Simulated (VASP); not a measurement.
# CdS (P6_3mc) in VASP: notebook, part 2 of 2

VASP 6.6.1.

**5. Single point, PBEsol (in-plane strain +0.005, then relaxed in part)**

The input, INCAR:

```
ALGO = Normal
EDIFF = 1E-7
ENCUT = 520
GGA = PS
ISIF = 2
ISMEAR = 0
LASPH = T
LCHARG = F
LREAL = F
LWAVE = F
NBANDS = 26
NELM = 80
PREC = Accurate
SIGMA = 0.01
```

The input, KPOINTS:

```
k-points
0
Gamma
  6 6 4
```

The input, POSCAR:

```
CdS
1.0
    4.1444768527      0.0000000000      0.0000000000
   -2.0722384264      3.5892222399      0.0000000000
    0.0000000000      0.0000000000      6.6782173474
Cd S
2 2
Direct
    0.3333333333      0.6666666667     -0.0018872034
    0.6666666667      0.3333333333      0.4981127966
    0.3333333333      0.6666666667      0.3768872034
    0.6666666667      0.3333333333      0.8768872034
```

Potentials or basis: VASP PAW PBE potentials, release 64 (Cd, S).

Command:

```console
$ cat potpaw_PBE.64/Cd/POTCAR potpaw_PBE.64/S/POTCAR > POTCAR
$ mpirun -np 1 vasp_std > vasp.out
```

OUTCAR:

```text
EDIFF = 1E-7
   ENCUT = 520
   GGA = PS
   ISIF = 2
   ISMEAR = 0
   LASPH = T
   LREAL = F
   NELM = 80
   PREC = Accurate

 ion  position               nearest neighbor table
   1  0.333  0.667  0.998-   4 2.53   4 2.53   4 2.53   3 2.53
   2  0.667  0.333  0.498-   3 2.53   3 2.53   3 2.53   4 2.53
   3  0.333  0.667  0.377-   2 2.53   2 2.53   2 2.53   1 2.53
   4  0.667  0.333  0.877-   1 2.53   1 2.53   1 2.53   2 2.53

[... 804 lines left out ...]

  FORCE on cell =-STRESS in cart. coord.  units (eV):
  Direction    XX          YY          ZZ          XY          YZ          ZX
  --------------------------------------------------------------------------------------
  -------------------------------------------------------------------------------------
  Total       -0.0486327     -0.0486327      0.2390792      0.0000000      0.0000000      0.0000000
  in kB       -0.7843475     -0.7843475      3.8558640      0.0000000      0.0000000      0.0000000
  external PRESSURE =       0.7623897 kB  Pullay stress =       0.0000000 kB

 VOLUME and BASIS-vectors are now :
 -----------------------------------------------------------------------------
  energy-cutoff  :      520.00
  volume of cell :       99.34
      direct lattice vectors                 reciprocal lattice vectors
     4.144476853  0.000000000  0.000000000     0.241284976  0.139305946  0.000000000
    -2.072238426  3.589222240  0.000000000     0.000000000  0.278611892  0.000000000
     0.000000000  0.000000000  6.678217347     0.000000000  0.000000000  0.149740559

 POSITION                                       TOTAL-FORCE (eV/Angst)
 -----------------------------------------------------------------------------------
     -0.00000      2.39281      6.66561        -0.000000      0.000000     -0.000231
      2.07224      1.19641      3.32651        -0.000000     -0.000000     -0.000231
     -0.00000      2.39281      2.51693        -0.000000      0.000000      0.000231
      2.07224      1.19641      5.85604         0.000000     -0.000000      0.000231
 -----------------------------------------------------------------------------------
    total drift:                               -0.000000     -0.000000      0.000038

  FREE ENERGIE OF THE ION-ELECTRON SYSTEM (eV)
  ---------------------------------------------------
  free  energy   TOTEN  =       -13.6300797346 eV

  energy  without entropy=      -13.6300797346  energy(sigma->0) =      -13.63007973
```

stdout:

```text
POSCAR found type information on POSCAR CdS
 POSCAR found :  2 types and       4 ions
 scaLAPACK will be used
 -----------------------------------------------------------------------------
|                                                                             |
|                                                                             |
|     You enforced a specific xc type in the INCAR file but a different       |
|     I HOPE YOU KNOW WHAT YOU ARE DOING!                                     |
|                                                                             |
 -----------------------------------------------------------------------------

 LDA part: xc-table for (Slater+PW92), standard interpolation
 POSCAR, INCAR and KPOINTS ok, starting setup
 FFT: planning ... GRIDC
 FFT: planning ... GRID_SOFT
 FFT: planning ... GRID
 WAVECAR not read
 entering main loop
```

Wall time 60 s (1 thread of Intel Xeon 8259CL, shared host); peak memory 0.23 GiB.

What came out:

```yaml
Free_energy: -13.6301 eV
Pressure: 0.1 GPa
Band_gap_on_the_k_mesh: 1.10 eV
```

Levels at points of the mesh, in eV from the valence-band top:
| k point | band 16 | band 17 | band 18 | band 19 | band 20 | band 21 |
| --- | --- | --- | --- | --- | --- | --- |
| (0.00, 0.00, 0.00) | -0.02 | 0.00 | 0.00 | 1.10 | 2.62 | 6.35 |
| (0.50, 0.00, 0.00) | -1.93 | -1.31 | -0.78 | 3.65 | 3.72 | 5.03 |
| (0.00, 0.00, 0.50) | -0.41 | -0.41 | -0.41 | 2.74 | 2.74 | 6.10 |
| (0.50, 0.00, 0.50) | -1.39 | -1.31 | -1.31 | 3.39 | 3.39 | 5.28 |

Caveat: the cell differs from its parent crystal (in-plane strain +0.005, then relaxed in part); the PAW data sets were made with another functional, which shifts forces and pressure a little.

**6. Single point, PBEsol (in-plane strain +0.005)**

The input, INCAR:

```
  PREC = Accurate
  ENCUT = 520
  EDIFF = 1E-7
  ISMEAR = 0
  SIGMA = 0.01
  LREAL = F
  LASPH = T
  NELM = 100
  ALGO = Normal
  ISIF = 2
  LWAVE = F
  LCHARG = F
  GGA = PS
  NBANDS = 26
```

The input, KPOINTS:

```
regular mesh
0
Gamma
  6 6 4
```

The input, POSCAR:

```
CdS
1.0
    4.1444768527      0.0000000000      0.0000000000
   -2.0722384264      3.5892222399      0.0000000000
    0.0000000000      0.0000000000      6.6895618463
Cd S
2 2
Direct
    0.3333333333      0.6666666667     -0.0007769940
    0.6666666667      0.3333333333      0.4992230060
    0.3333333333      0.6666666667      0.3757769940
    0.6666666667      0.3333333333      0.8757769940
```

Potentials or basis: VASP PAW PBE potentials, release 64 (Cd, S).

Command:

```console
$ cat potpaw_PBE.64/Cd/POTCAR potpaw_PBE.64/S/POTCAR > POTCAR
$ mpirun -np 1 vasp_std > vasp.out
```

Wall time 66 s (1 thread of Intel Xeon 8259CL, shared host); peak memory 0.23 GiB.

Results (log left out):

| Quantity | Value |
| --- | --- |
| Free energy | -13.6297 eV |
| Pressure | 0.0 GPa |
| Largest force | 0.060 eV/Å |
| Band gap on the k mesh | 1.09 eV |

Forces on the atoms (eV/Å):
```
Cd   0.000  0.000 -0.060
Cd   0.000  0.000 -0.060
S    0.000  0.000  0.060
S    0.000  0.000  0.060
```

Stress tensor (GPa, compression positive):
```
-0.30  0.00  0.00
 0.00 -0.30  0.00
 0.00  0.00  0.54
```

Levels at points of the mesh, in eV from the valence-band top:
| k point | band 14 | band 15 | band 16 | band 17 | band 18 | band 19 | band 20 | band 21 | band 22 | band 23 |
| --- | --- | --- | --- | --- | --- | --- | --- | --- | --- | --- |
| (0.00, 0.00, 0.00) | -0.79 | -0.79 | -0.03 | 0.00 | 0.00 | 1.09 | 2.64 | 6.35 | 6.35 | 6.77 |
| (0.50, 0.00, 0.00) | -3.56 | -2.70 | -1.92 | -1.32 | -0.76 | 3.64 | 3.74 | 5.01 | 6.36 | 6.93 |
| (0.00, 0.00, 0.50) | -2.50 | -0.41 | -0.41 | -0.41 | -0.41 | 2.74 | 2.74 | 6.10 | 6.10 | 6.71 |
| (0.50, 0.00, 0.50) | -4.20 | -1.37 | -1.37 | -1.33 | -1.33 | 3.37 | 3.37 | 5.29 | 5.29 | 7.79 |

Caveat: the cell differs from its parent crystal (in-plane strain +0.005); the PAW data sets were made with another functional, which shifts forces and pressure a little.

**7. The runs side by side**

```tsv
cell	gap on the mesh (eV)	pressure (GPa)	largest force (eV/Å)
a = 4.083, b = 4.083, c = 6.772 Å, angles 90.0, 90.0, 120.0°, 4 atoms, atomic positions A	1.08	1.1	-
a = 4.103, b = 4.103, c = 6.741 Å, angles 90.0, 90.0, 120.0°, 4 atoms, atomic positions B	1.09	0.7	-
a = 4.103, b = 4.103, c = 6.730 Å, angles 90.0, 90.0, 120.0°, 4 atoms, atomic positions B	1.10	0.9	0.07
a = 4.144, b = 4.144, c = 6.678 Å, angles 90.0, 90.0, 120.0°, 4 atoms, atomic positions C	1.10	0.1	-
a = 4.144, b = 4.144, c = 6.690 Å, angles 90.0, 90.0, 120.0°, 4 atoms, atomic positions C	1.09	0.0	0.06
```

Alike in all rows: task single point; level PBEsol; potentials or basis VASP PAW PBE potentials, release 64 (Cd, S); no spin polarisation; k mesh 6 × 6 × 4; cutoff (eV) 520; smearing gaussian 0.01 eV.

Caveats: the PAW data sets were made with another functional, which shifts forces and pressure a little.

Total energies depend on the potentials used, so only differences within one code and one set of settings carry meaning.
